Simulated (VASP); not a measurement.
Input of a VASP 6.6.1 run:

INCAR

```
SYSTEM = RbCaH3
  PREC = Accurate
  ENCUT = 520
  EDIFF = 1E-6
  ISMEAR = 0
  SIGMA = 0.05
  LREAL = .False.
  LASPH = .True.
  NELM = 100
  ALGO = Normal
  ISIF = 2
  LWAVE = .False.
  LCHARG = .False.
  NBANDS = 19
```

File KPOINTS:

```
regular mesh
0
Gamma
  6 6 6
  0 0 0
```

Contents of POSCAR:

```
RbCaH3
1.0
    5.1040918720      0.0000000000      0.0000000000
    0.0000000000      5.1040918720      0.0000000000
    0.0000000000      0.0000000000      3.6085929535
Rb Ca H
1 1 3
Direct
    0.0000000000      0.0000000000      0.0000000000
    0.5000000000      0.5000000000      0.5000000000
    0.0000000000      0.5000000000      0.5000000000
    0.5000000000      0.0000000000      0.5000000000
    0.5000000000      0.5000000000      0.0000000000
```

Potentials or basis: VASP PAW LDA potentials, release 64 (Rb_sv, Ca_sv, H).

Command:

```bash
$ cat potpaw_LDA.64/Rb_sv/POTCAR potpaw_LDA.64/Ca_sv/POTCAR potpaw_LDA.64/H/POTCAR > POTCAR
$ mpirun -np 1 vasp_std > vasp.out
```

What does it give for the band gap on the k mesh?

2.26 eV (least direct gap 2.41 eV).

Predict the pressure.

1.6 GPa.

Stress tensor (GPa, compression positive):
```
-5.56  0.00  0.00
 0.00 -5.56  0.00
 0.00  0.00 15.87
```

Caveat: the stress differs along the axes, from -6 to 16 GPa. A k mesh can miss the band edges.
